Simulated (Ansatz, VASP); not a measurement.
## AlAs in VASP and in Ansatz

```
Al As
1.0
     0.00000    2.86381    2.86381
     2.86381    0.00000    2.86381
     2.86381    2.86381    0.00000
Al As
1 1
Direct
  0.00000 0.00000 0.00000
  0.25000 0.25000 0.25000
```

Alike in both runs: task relaxation of cell and atoms; functional PBE; dispersion D3(BJ); k mesh 8 × 8 × 8; occupations gaussian, width 0.02 eV; no spin polarisation.

```csv
,VASP,Ansatz
version,VASP 6.6.1,Ansatz 0.2.0
potentials or method,"VASP PAW PBE potentials, release 64 (Al, As), cutoff 500 eV","scalar-relativistic, plane waves, PAW"
valence electrons in the cell,8,18
```

Ansatz gave:

| Property | Result |
| --- | --- |
| gap on the k mesh at the Fermi level, each at its own relaxed structure (eV) | 1.45 |
| relaxed volume (Å³/atom) | 22.72 |
| relaxed cell length with the largest relative difference (Å) | 4.005 |

Which values does VASP return?

gap on the k mesh at the Fermi level, each at its own relaxed structure (eV): 1.44; relaxed volume (Å³/atom): 22.78; relaxed cell length with the largest relative difference (Å): 4.009.

VASP's potentials hold 8 valence electrons a cell and Ansatz's 18, so a difference there can come from the potentials and not from the codes.
